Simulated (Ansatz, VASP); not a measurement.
BaTiO3 in VASP and in Ansatz

```
Ba Ti O
1.0
     2.74284    1.58358    2.31773
    -2.74284    1.58358    2.31773
     0.00000   -3.16716    2.31773
Ba Ti O
1 1 3
Direct
  0.00000 0.00000 0.00000
  0.51400 0.51400 0.51400
  0.49160 0.49160 0.98150
  0.49160 0.98150 0.49160
  0.98150 0.49160 0.49160
```

Change from the starting cell: equal xx and yy strain of -3 %.

Alike in both runs: task single point; functional PBE; k mesh 9 × 9 × 9; occupations fermi-dirac, width 0.05 eV; no spin polarisation.

|  | VASP | Ansatz |
| --- | --- | --- |
| version | VASP 6.6.1 | Ansatz 0.2.0 |
| potentials or method | VASP PAW PBE potentials, release 64 (Ba_sv, Ti_sv, O), cutoff 520 eV | all-electron LAPW, scalar-relativistic |

Ansatz gave:

| Quantity | Value |
| --- | --- |
| gap on the k mesh at the Fermi level (eV) | 2.57 |
| pressure (GPa) | 17.8 |
| traceless stress, the component that is largest in VASP (GPa) | -5.84 |
| rms of the force components (eV/Å) | 0.365 |

**Question.** What did VASP give for the same quantities?

**Answer.** gap on the k mesh at the Fermi level (eV): 2.51; pressure (GPa): 20.0; traceless stress, the component that is largest in VASP (GPa): -6.10; rms of the force components (eV/Å): 0.395.

Atom by atom the forces differ by 0.033 eV/Å (rms over components). Ansatz ran all-electron here, and VASP with PAW potentials.

Neither program's run includes spin-orbit coupling.
